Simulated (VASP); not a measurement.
Write the native input for VASP 6.6.1 that does the following.

- Task: single point
- Functional: PBEsol
- Potentials or basis: VASP PAW PBE potentials, release 64 (Ti_sv, O)
- Cutoff: 520 eV
- k mesh: 6 × 6 × 8
- Occupations: gaussian, width 0.01 eV
- Spin: no spin polarisation
- Dipole correction: no
- Further INCAR settings: ALGO = Normal; EDIFF = 1e-07; NBANDS = 33

The structure of TiO2 (Rutile) lies in POSCAR:

```
TiO2
1.0
    4.5909412295      0.0000000000      0.0000000000
    0.0000000000      4.5909412295      0.0000000000
    0.0000000000      0.0000000000      2.9393158581
Ti O
2 4
Direct
    0.0000000000      0.0000000000      0.0000000000
    0.5000000000      0.5000000000      0.5000000000
    0.3044149608      0.3044149608      0.0000000000
    0.1955850392      0.8044149608      0.5000000000
    0.6955850392      0.6955850392      0.0000000000
    0.8044149608      0.1955850392      0.5000000000
```

The input as run:

INCAR

```
PREC     = Accurate       # precision mode
ENCUT    = 520            # plane-wave cutoff, eV
EDIFF    = 1E-7           # SCF threshold, eV
ISMEAR   = 0              # smearing method
SIGMA    = 0.01           # smearing width, eV
LREAL    = F              # projectors in reciprocal space
LASPH    = T              # aspherical terms in the spheres
NELM     = 80             # most SCF steps
ALGO     = Normal         # electronic algorithm
ISIF     = 2              # what is computed and relaxed
LWAVE    = F              # write WAVECAR
LCHARG   = F              # write CHGCAR
GGA      = PS             # functional
NBANDS   = 33             # bands
```

KPOINTS

```
regular mesh
0
Gamma
  6 6 8
```

Potentials or basis: VASP PAW PBE potentials, release 64 (Ti_sv, O).

Command:

```sh
$ cat potpaw_PBE.64/Ti_sv/POTCAR potpaw_PBE.64/O/POTCAR > POTCAR
$ mpirun -np 1 vasp_std > vasp.out
```

Results of the run:

| Item | Value |
| --- | --- |
| Pressure | 0.6 GPa |
| Largest force | 0.022 eV/Å |
| Band gap on the k mesh | 1.84 eV, direct |

Caveat: the PAW data sets were made with another functional, which shifts forces and pressure a little.

Run time: 63 s on 1 thread of Intel(R) Xeon(R) Platinum 8488C (Sapphire Rapids), with other jobs on the host, peak memory 0.22 GiB.
